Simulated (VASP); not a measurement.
# TeP in VASP: further runs

TeP is run at these levels: PBE; tasks: single point, relaxation of cell and atoms.

Program: VASP 6.6.1. These are calculated values, not measurements. Logs are shortened: lines on timing, memory, paths and dates and some standing lists are left out, and cuts for length are marked.

**1. The cell of the first run**

The typed cell holds 4 atoms: a = 4.830 Å, b = 3.648 Å, c = 4.840 Å, α = 90.00°, β = 90.00°, γ = 90.00°.

The cell was built from a structure type or drawn by symmetry, and may not be a known phase.

**2. Single point, PBE**

INCAR

```
ALGO = Normal
EDIFF = 1E-6
ENCUT = 500
GGA = PE
GGA_COMPAT = F
ISIF = 2
ISMEAR = 0
LASPH = T
LCHARG = F
LREAL = F
LWAVE = F
NBANDS = 19
NELM = 120
PREC = Accurate
SIGMA = 0.1
```

KPOINTS

```
k-points
0
Gamma
  4 6 4
```

POSCAR

```
TeP
1.0
    4.8296664112      0.0000000000      0.0000000000
    0.0000000000      3.6477850422      0.0000000000
    0.0000000000      0.0000000000      4.8395365513
Te P
2 2
Direct
    0.2500000000      0.5000000000      0.7500372067
    0.7500000000      0.5000000000      0.2499627933
    0.2500000000      0.0000000000      0.2499191575
    0.7500000000      0.0000000000      0.7500808425
```

Potentials or basis: VASP PAW PBE potentials, release 64 (Te, P).

Launch:

```bash
> cat potpaw_PBE.64/Te/POTCAR potpaw_PBE.64/P/POTCAR > POTCAR
> mpirun -np 1 vasp_std > vasp.out
```

OUTCAR:

```text
EDIFF = 1E-6
   ENCUT = 500
   GGA = PE
   ISIF = 2
   ISMEAR = 0
   LASPH = T
   LREAL = F
   NELM = 120
   PREC = Accurate

 ion  position               nearest neighbor table
   1  0.250  0.500  0.750-   4 3.03   4 3.03   4 3.03   4 3.03   3 3.03   3 3.03   3 3.03   3 3.03
                             2 3.42   2 3.42   2 3.42   2 3.42
   2  0.750  0.500  0.250-   3 3.03   3 3.03   3 3.03   3 3.03   4 3.03   4 3.03   4 3.03   4 3.03
                             1 3.42   1 3.42   1 3.42   1 3.42
   3  0.250  0.000  0.250-   2 3.03   2 3.03   2 3.03   2 3.03   1 3.03   1 3.03   1 3.03   1 3.03

   4  0.750  0.000  0.750-   1 3.03   1 3.03   1 3.03   1 3.03   2 3.03   2 3.03   2 3.03   2 3.03

  LATTYP: Found a simple orthorhombic cell.
 ALAT       =     3.6477850422
 B/A-ratio  =     1.3239997301
 C/A-ratio  =     1.3267055200

  Lattice vectors:

 A1 = (   0.0000000000,  -3.6477850422,   0.0000000000)
 A2 = (   4.8296664112,   0.0000000000,   0.0000000000)
 A3 = (   0.0000000000,   0.0000000000,   4.8395365513)

Analysis of symmetry for initial positions (statically):
=====================================================================
 Subroutine PRICEL returns:
 Original cell was already a primitive cell.

 Routine SETGRP: Setting up the symmetry group for a
 simple orthorhombic supercell.

 Subroutine GETGRP returns: Found  8 space group operations
 (whereof  4 operations were pure point group operations)
 out of a pool of  8 trial point group operations.

The static configuration has the point symmetry C_2h.
 The point group associated with its full space group is D_2h.

Analysis of symmetry for dynamics (positions and initial velocities):
=====================================================================
 Subroutine PRICEL returns:
 Original cell was already a primitive cell.

 Routine SETGRP: Setting up the symmetry group for a
 simple orthorhombic supercell.

 Subroutine GETGRP returns: Found  8 space group operations
 (whereof  4 operations were pure point group operations)
 out of a pool of  8 trial point group operations.

The dynamic configuration has the point symmetry C_2h.
 The point group associated with its full space group is D_2h.

 Subroutine INISYM returns: Found  8 space group operations
 (whereof  4 operations are pure point group operations),
 and found     1 'primitive' translations

----------------------------------------------------------------------------------------

                                     Primitive cell

  volume of cell :      85.2609

  direct lattice vectors                    reciprocal lattice vectors
     4.829666411  0.000000000  0.000000000     0.207053638  0.000000000  0.000000000
     0.000000000  3.647785042  0.000000000     0.000000000  0.274138961  0.000000000
     0.000000000  0.000000000  4.839536551     0.000000000  0.000000000  0.206631356

  length of vectors
     4.829666411  3.647785042  4.839536551     0.207053638  0.274138961  0.206631356

  position of ions in fractional coordinates (direct lattice)
     0.250000000  0.500000000  0.750037207
     0.750000000  0.500000000  0.249962793
     0.250000000  0.000000000  0.249919158
     0.750000000  0.000000000  0.750080842

  ion indices of the primitive-cell ions
   primitive index   ion index
                 1           1
                 2           2
                 3           3
                 4           4

----------------------------------------------------------------------------------------

 KPOINTS: k-points

Automatic generation of k-mesh.
 Grid dimensions read from file:
 generate k-points for:    4    6    4

 Generating k-lattice:

  Cartesian coordinates                     Fractional coordinates (reciprocal lattice)
     0.051763409  0.000000000  0.000000000     0.250000000  0.000000000  0.000000000
     0.000000000  0.045689827  0.000000000     0.000000000  0.166666667  0.000000000
     0.000000000  0.000000000  0.051657839     0.000000000  0.000000000  0.250000000

  Length of vectors
     0.051763409  0.045689827  0.051657839

  Shift w.r.t. Gamma in fractional coordinates (k-lattice)
     0.000000000  0.000000000  0.000000000

 Subroutine IBZKPT returns following result:
 ===========================================

 Found     36 irreducible k-points:

 Following reciprocal coordinates:
            Coordinates               Weight
  0.000000  0.000000  0.000000      1.000000
  0.250000  0.000000  0.000000      2.000000
  0.500000  0.000000  0.000000      1.000000
  0.000000  0.166667  0.000000      2.000000
  0.250000  0.166667  0.000000      4.000000
  0.500000  0.166667  0.000000      2.000000
[... 16 lines left out ...]
  0.250000  0.500000  0.250000      4.000000
  0.500000  0.500000  0.250000      2.000000
 [... further k-points ...]
   k-points           NKPTS =     36   k-points in BZ     NKDIM =     36   number of bands    NBANDS=     19
   number of dos      NEDOS =    301   number of ions     NIONS =      4
   total plane-waves  NPLWV =  36288
   dimension x,y,z NGX =    36 NGY =   28 NGZ =   36
   dimension x,y,z NGXF=    72 NGYF=   56 NGZF=   72
   ions per type =               2   2
   NGX,Y,Z   is equivalent  to a cutoff of  12.39, 12.76, 12.37 a.u.
   NGXF,Y,Z  is equivalent  to a cutoff of  24.78, 25.52, 24.73 a.u.
 SYSTEM =  unknown system
   PREC   = accura    normal or accurate (medium, high low for compatibility)
   ISTART =      0    job   : 0-new  1-cont  2-samecut
   ICHARG =      2    charge: 1-file 2-atom 10-const
   ISPIN  =      1    spin polarized calculation?
   LNONCOLLINEAR =      F non collinear calculations
   LSORBIT =      F    spin-orbit coupling
   LASPH  =      T    aspherical Exc in radial PAW
   ENCUT  =  500.0 eV  36.75 Ry    6.06 a.u.   8.81  6.65  8.82*2*pi/ulx,y,z
   NELM   =    120;   NELMIN=  2; NELMDL= -5     # of ELM steps
   EDIFF  = 0.1E-05   stopping-criterion for ELM
   LREAL  =      F    real-space projection
   EDIFFG = 0.1E-04   stopping-criterion for IOM
   NSW    =      0    number of steps for IOM
   IBRION =     -1    ionic relax: 0-MD 1-quasi-New 2-CG
   NFREE  =      0    steps in history (QN), initial steepest desc. (CG)
   ISIF   =      2    stress and relaxation
   ISYM   =      2    0-nonsym 1-usesym 2-fastsym
   POTIM  = 0.5000    time-step for ionic-motion
   TEBEG  =    0.0;   TEEND  =   0.0 temperature during run
   PSTRESS=    0.0 pullay stress
   NELECT =      22.0000    total number of electrons
   NUPDOWN=      -1.0000    fix difference up-down
   EMIN   =  10.00;   EMAX   =-10.00  energy-range for DOS
   EFERMI =   0.00;   METHOD = LEGACY
   ISMEAR =     0;   SIGMA  =   0.10  broadening in eV -4-tet -1-fermi 0-gaus
   EFERMI_NEDOS =   21; number of points for ismear=-14 and -15
   IALGO  =     38    algorithm
   IMIX   =      4    mixing-type and parameters
     AMIX     =   0.40;   BMIX     =  1.00
     AMIX_MAG =   1.60;   BMIX_MAG =  1.00
  volume/ion in A,a.u.               =      21.32       143.84
  Fermi-wavevector in a.u.,A,eV,Ry     =   1.042235  1.969539 14.779382  1.086254
  Thomas-Fermi vector in A             =   2.176891
   LORBIT       =      0    0 simple, 1 ext, 2 COOP (PROOUT), +10 PAW based schemes
   GGA     = PE    functional components
   LHFCALC =     F    Hartree Fock is set to
   AEXX    =    0.0000 exact exchange contribution
   IVDW    =     0    specifies the selected vdW correction
   LEPSILON=     F    determine dielectric tensor
   LRPA    =     F    only Hartree local field effects (RPA)
 non-spin polarized calculation
 Gauss-broadening in eV      SIGMA  =   0.10
  energy-cutoff  :      500.00
  volume of cell :       85.26
 maximum number of plane-waves:      2190
 NGX is ok and might be reduce to    36

 number of electron      21.9999999 magnetization

 Free energy of the ion-electron system (eV)
  ---------------------------------------------------
  ext. energy  EPLUGINS =         0.00000000
  ---------------------------------------------------
  free energy    TOTEN  =       -14.48449921 eV

  energy without entropy =      -14.47674576  energy(sigma->0) =      -14.48062248

 E-fermi :   8.5928     XC(G=0): -10.6590

 val. band max:        8.5596391966   @ k =   0.2500   0.1667   0.2500
 cond. band min:       8.6082339301   @ k =   0.2500   0.0000   0.2500
 fundamental gap:      0.0485947336
 Fermi energy:         8.5928315463

 k-point     1 :       0.0000    0.0000    0.0000
  band No.  band energies     occupation
      1      -6.1051      2.00000
      2      -2.0753      2.00000
      3      -0.7770      2.00000
      4       1.6429      2.00000
      5       2.1560      2.00000
      6       2.1643      2.00000
[... 11 lines left out ...]
     18      13.2029      0.00000
     19      14.3678      0.00000

 k-point     2 :       0.2500    0.0000    0.0000
  band No.  band energies     occupation
      1      -5.7326      2.00000
      2      -3.0156      2.00000
      3      -0.9291      2.00000
      4       0.9805      2.00000
      5       2.5342      2.00000
      6       4.2086      2.00000
[... 11 lines left out ...]
     18      13.7310      0.00000
     19      15.0038      0.00000

 k-point     3 :       0.5000    0.0000    0.0000
  band No.  band energies     occupation
      1      -4.6420      2.00000
      2      -4.6420      2.00000
      3      -0.1658      2.00000
      4      -0.1658      2.00000
      5       3.6269      2.00000
      6       3.6269      2.00000
[... 11 lines left out ...]
     18      15.2570      0.00000
     19      16.3010      0.00000

 k-point     4 :       0.0000    0.1667    0.0000
  band No.  band energies     occupation
      1      -5.8207      2.00000
      2      -1.8848      2.00000
      3      -0.6216      2.00000
      4       0.5146      2.00000
      5       2.4618      2.00000
      6       2.4702      2.00000
[... 407 lines left out ...]
     18      16.3926      0.00000
     19      18.1058      0.00000

 k-point    23 :       0.2500    0.5000    0.2500
  band No.  band energies     occupation
      1      -3.4757      2.00000
      2      -2.1700      2.00000
      3      -1.9480      2.00000
      4      -0.6429      2.00000
      5       2.6880      2.00000
      6       2.8643      2.00000
[... 11 lines left out ...]
     18      16.9274      0.00000
     19      17.7919      0.00000

 k-point    24 :       0.5000    0.5000    0.2500
  band No.  band energies     occupation
      1      -2.7022      2.00000
      2      -2.7022      2.00000
      3      -1.3637      2.00000
      4      -1.3637      2.00000
      5       2.8177      2.00000
      6       2.8177      2.00000
[... 11 lines left out ...]
     18      16.1864      0.00000
     19      16.5945      0.00000

 [... further k-points ...]

------------------------ aborting loop because EDIFF is reached ----------------------------------------

  FORCE on cell =-STRESS in cart. coord.  units (eV):
  Direction    XX          YY          ZZ          XY          YZ          ZX
  --------------------------------------------------------------------------------------
  -------------------------------------------------------------------------------------
  Total       -0.0301742     -0.0965057     -0.1277524      0.0000000      0.0000000      0.0000000
  in kB       -0.5670164     -1.8134827     -2.4006533      0.0000000      0.0000000      0.0000000
  external PRESSURE =      -1.5937175 kB  Pullay stress =       0.0000000 kB

 VOLUME and BASIS-vectors are now :
 -----------------------------------------------------------------------------
  energy-cutoff  :      500.00
  volume of cell :       85.26
      direct lattice vectors                 reciprocal lattice vectors
     4.829666411  0.000000000  0.000000000     0.207053638  0.000000000  0.000000000
     0.000000000  3.647785042  0.000000000     0.000000000  0.274138961  0.000000000
     0.000000000  0.000000000  4.839536551     0.000000000  0.000000000  0.206631356

 POSITION                                       TOTAL-FORCE (eV/Angst)
 -----------------------------------------------------------------------------------
      1.20742      1.82389      3.62983         0.000000      0.000000     -0.001892
      3.62225      1.82389      1.20970         0.000000     -0.000000      0.001892
      1.20742      0.00000      1.20949         0.000000     -0.000000      0.001441
      3.62225      0.00000      3.63004         0.000000     -0.000000     -0.001441
 -----------------------------------------------------------------------------------
    total drift:                               -0.000000     -0.000000     -0.000000

  FREE ENERGIE OF THE ION-ELECTRON SYSTEM (eV)
  ---------------------------------------------------
  free  energy   TOTEN  =       -14.4844992078 eV

  energy  without entropy=      -14.4767457559  energy(sigma->0) =      -14.48062248
```

It took 47 s on 1 thread of AMD EPYC 9R14 (Zen 4), shared host; peak memory 0.17 GiB.

Results:

| Quantity | Value |
| --- | --- |
| Free energy | -14.4845 eV |
| Pressure | -0.2 GPa |
| Band gap on the k mesh | zero (bands 11 and 12 overlap by 3.62 eV) |

Caveat: spin-orbit coupling is left out, which moves the levels of the heavy elements.

**3. Single point, PBE**

This run uses another cell than the first one: it holds 2 atoms, not 4.

INCAR

```
ALGO     = Normal         # electronic algorithm
EDIFF    = 1E-6           # SCF threshold, eV
ENCUT    = 500            # plane-wave cutoff, eV
GGA      = PE             # functional
GGA_COMPAT= False        
ISIF     = 2              # what is computed and relaxed
ISMEAR   = 0              # smearing method
LASPH    = True           # aspherical terms in the spheres
LCHARG   = False          # write CHGCAR
LREAL    = False          # projectors in reciprocal space
LWAVE    = False          # write WAVECAR
NBANDS   = 12             # bands
NELM     = 120            # most SCF steps
PREC     = Accurate       # precision mode
SIGMA    = 0.1            # smearing width, eV
```

KPOINTS

```
k-points
0
Gamma
  16 16 16
```

POSCAR

```
TeP
1.0
    3.4843895138      0.0000000000      0.0000000000
    0.0000000000      3.4843895138      0.0000000000
    0.0000000000      0.0000000000      3.4848287143
Te P
1 1
Direct
    0.0000000000      0.0000000000      0.5000000000
    0.5000000000      0.5000000000      0.0000000000
```

Potentials or basis: VASP PAW PBE potentials, release 64 (Te, P).

Launch:

```bash
> cat potpaw_PBE.64/Te/POTCAR potpaw_PBE.64/P/POTCAR > POTCAR
> mpirun -np 1 vasp_std > vasp.out
```

Run time: 2.1 min. Hardware: 1 thread of AMD EPYC 9R14 (Zen 4), shared host; peak memory 0.29 GiB.

Results (log left out):

```
Free energy            : -7.2090 eV
Pressure               : -0.1 GPa
Band gap on the k mesh : zero (an odd number of electrons rules out a gap without spin polarisation)
```

Levels at points of the mesh, in eV from the Fermi level:
```
           k point  band 2  band 3  band 4  band 5  band 6  band 7  band 8  band 9
(0.00, 0.00, 0.00)   -6.92   -2.83   -2.82   -2.82    2.86    2.86    4.52    4.52
(0.50, 0.00, 0.00)  -11.35   -1.26   -0.55   -0.10   -0.10   -0.05   -0.05    5.39
(0.50, 0.50, 0.00)   -9.69   -6.68   -6.68    0.65    1.26    3.12    3.12    6.26
(0.00, 0.00, 0.50)  -11.35   -1.26   -0.55   -0.10   -0.10   -0.05   -0.05    5.39
(0.50, 0.00, 0.50)   -9.70   -6.68   -6.68    0.65    1.26    3.12    3.12    6.26
(0.50, 0.50, 0.50)   -8.75   -4.03   -4.03   -4.03   -3.30   -3.30   -3.30   14.17
```

Caveat: spin-orbit coupling is left out, which moves the levels of the heavy elements.

**4. Relaxation of cell and atoms, PBE**

This run uses another cell than the first one: it holds 2 atoms, not 4.

INCAR

```
PREC = Accurate ; ENCUT = 500
EDIFF = 1E-7 ; ISMEAR = 0
SIGMA = 0.1 ; LREAL = False
LASPH = True ; NELM = 120
ALGO = Normal ; ISIF = 3
LWAVE = False ; LCHARG = False
GGA = PE ; IBRION = 2
NSW = 100 ; EDIFFG = -0.01
GGA_COMPAT = False ; NELMIN = 4
```

KPOINTS

```
Automatic mesh
0
Gamma
  16 16 16
```

POSCAR

```
TeP
1.0
    3.4185812728      0.0000000000      0.0000000000
    0.0000000000      3.4185812728      0.0000000000
    0.0000000000      0.0000000000      3.6477850422
Te P
1 1
Direct
    0.0000000000      0.0000000000      0.5000000000
    0.5000000000      0.5000000000      0.0000000000
```

Launch:

```bash
> cat potpaw_PBE.64/Te/POTCAR potpaw_PBE.64/P/POTCAR > POTCAR
> mpirun -np 1 vasp_std > vasp.out
```

Run time: 8 min. Hardware: 1 thread of AMD EPYC 9R14 (Zen 4), shared host; peak memory 0.28 GiB.

The run converged. Its results:

```
Free energy                           : -7.2091 eV
Relaxed volume                        : 21.12 Å³/atom
Relaxed cell                          : a = 3.483 Å, b = 3.483 Å, c = 3.483 Å, α = 90.00°, β = 90.00°, γ = 90.00°
Space group after relaxing (to 0.1 Å) : Pm-3m (No. 221)
Energy gained by relaxing             : 14.1 meV/atom
Ionic steps                           : 8
Pressure after relaxing               : 0.0 GPa
Band gap on the k mesh                : zero (an odd number of electrons rules out a gap without spin polarisation)
```

The path:
```
step  energy change (eV)  largest force (eV/Å)  pressure (GPa)  volume (Å³)
   1              0.0000                0.0000           -0.69        42.63
   2             -0.0198                0.0000            0.26        42.06
   3             -0.0250                0.0000            1.07        41.64
   4             -0.0278                0.0000           -0.41        42.47
   5             -0.0281                0.0000           -0.10        42.29
   6             -0.0281                0.0000           -0.12        42.30
   7             -0.0281                0.0000           -0.05        42.26
   8             -0.0281                0.0000           -0.02        42.24
```

Final structure:
```yaml
crystal:
  lattice:
    - [3.48268, 0.00000, 0.00000]
    - [0.00000, 3.48268, 0.00000]
    - [0.00000, 0.00000, 3.48254]
  atoms:
    - { symbol: Te, position: [0.00000, 0.00000, 0.50000] }
    - { symbol: P, position: [0.50000, 0.50000, 0.00000] }
```

Levels at points of the mesh, in eV from the Fermi level:
```tsv
k point	band 2	band 3	band 4	band 5	band 6	band 7	band 8	band 9
(0.00, 0.00, 0.00)	-6.91	-2.83	-2.83	-2.83	2.85	2.86	4.53	4.53
(0.50, 0.00, 0.00)	-11.36	-1.25	-0.55	-0.10	-0.10	-0.05	-0.05	5.38
(0.50, 0.50, 0.00)	-9.70	-6.70	-6.70	0.65	1.26	3.12	3.12	6.26
(0.00, 0.00, 0.50)	-11.36	-1.25	-0.55	-0.10	-0.10	-0.05	-0.05	5.38
(0.50, 0.00, 0.50)	-9.70	-6.70	-6.70	0.65	1.26	3.12	3.12	6.26
(0.50, 0.50, 0.50)	-8.75	-4.04	-4.04	-4.04	-3.31	-3.31	-3.31	14.19
```

Caveat: spin-orbit coupling is left out, which moves the levels of the heavy elements.

**5. The runs side by side**

```csv
task,cell,k mesh,gap on the mesh (eV),pressure (GPa)
single point,"a = 4.830, b = 3.648, c = 4.840 Å, 4 atoms, atomic positions A",4 × 6 × 4,none,-0.2
single point,"a = 3.484 Å, 2 atoms, atomic positions B",16 × 16 × 16,none,-0.1
relaxation of cell and atoms,"relaxed from a = 3.419, b = 3.419, c = 3.648 Å, 2 atoms, atomic positions B",16 × 16 × 16,none,0.0
```

Alike in all rows: level PBE; potentials or basis VASP PAW PBE potentials, release 64 (Te, P); no spin polarisation; cutoff (eV) 500; smearing gaussian 0.1 eV.

Caveats: spin-orbit coupling is left out, which moves the levels of the heavy elements.

Absolute energies hang on the potentials; compare differences alone.
